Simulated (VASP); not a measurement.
Hf, 2 atoms in the cell. It takes space group P6_3/mmc (No. 194, hexagonal). The conventional cell has a = 3.261 Å, b = 3.261 Å, c = 5.058 Å, α = 90.00°, β = 90.00°, γ = 120.00°. Hf (site symmetry -6m2) has 12 Hf at 3.15 to 3.26 Å within 4.1 Å.  This cell differs from its parent crystal: equal xx and yy strain of +2 %.

* Program: VASP 6.6.1
* Task: electric field gradients
* Functional: PBE
* Potentials or basis: VASP PAW PBE potentials, release 64 (Hf_pv)
* Cutoff: 520 eV
* k mesh: 13 × 13 × 7
* Occupations: fermi-dirac, width 0.05 eV
* Spin: no spin polarisation
* Dipole correction: no
* Further INCAR settings: ALGO = Normal; EDIFF = 1e-08; NBANDS = 17

Potentials or basis: VASP PAW PBE potentials, release 64 (Hf_pv).

Run with:

```console
$ cat potpaw_PBE.64/Hf_pv/POTCAR > POTCAR
$ mpirun -np 1 vasp_std > vasp.out
```

Hardware: 1 thread of Intel(R) Xeon(R) Platinum 8375C CPU @ 2.90GHz (Ice Lake), with other jobs on the host.

Q: How long does it take, and how much memory?

A: Wall time 48 s on 1 thread of Intel(R) Xeon(R) Platinum 8375C CPU @ 2.90GHz (Ice Lake) (shared host), peak memory 0.19 GiB. Counts: scf iterations 15, k points 84.
